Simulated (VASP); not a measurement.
**Al2O3: single point with PBEsol**

Crystal: Al2O3.

```
Al O
1.0
     2.88432    0.00000    0.00000
    -1.44216    2.49790    0.00000
     0.00000    0.00000    9.19670
Al O
2 3
Direct
  0.00000 0.00000 0.14999
  0.00000 0.00000 0.85001
  0.33333 0.66667 0.22232
  0.66667 0.33333 0.00000
  0.33333 0.66667 0.77768
```

```yaml
Program: VASP 6.6.1
Task: single point
Functional: PBEsol
Potentials_or_basis: VASP PAW PBE potentials, release 64 (Al, O)
Cutoff: 520 eV
k_mesh: 12 × 12 × 2
Occupations: fermi-dirac, width 0.02 eV
Spin: no spin polarisation
```

```
Pressure               : -1.4 GPa
Largest force          : 0.090 eV/Å
Band gap on the k mesh : 4.73 eV, indirect (least direct gap 4.98 eV)
```

Forces on the atoms (eV/Å):
```
Al   0.000  0.000  0.090
Al   0.000  0.000 -0.090
O    0.000  0.000  0.052
O    0.000  0.000  0.000
O    0.000  0.000 -0.052
```

Stress tensor (GPa, compression positive):
```
-2.49  0.00  0.00
 0.00 -2.49  0.00
 0.00  0.00  0.92
```

Levels at points of the mesh, in eV from the valence-band top:
```csv
k point,band 9,band 10,band 11,band 12,band 13,band 14,band 15,band 16
"(0.00, 0.00, 0.00)",-1.30,-0.65,-0.65,-0.25,4.73,7.36,7.81,9.22
"(0.50, 0.00, 0.00)",-2.02,-1.09,-0.83,-0.59,7.62,8.91,8.97,11.02
"(0.00, 0.00, 0.50)",-1.30,-0.65,-0.65,-0.30,4.86,7.04,7.82,9.60
"(0.50, 0.00, 0.50)",-2.02,-1.09,-0.84,-0.57,7.64,8.86,9.04,10.76
```

It took 32 s on 1 thread of Intel(R) Xeon(R) Platinum 8488C (Sapphire Rapids) (shared host), peak memory 0.2 GiB.

Caveat: the PAW data sets were made with another functional, which shifts forces and pressure a little. A k mesh can miss the band edges.
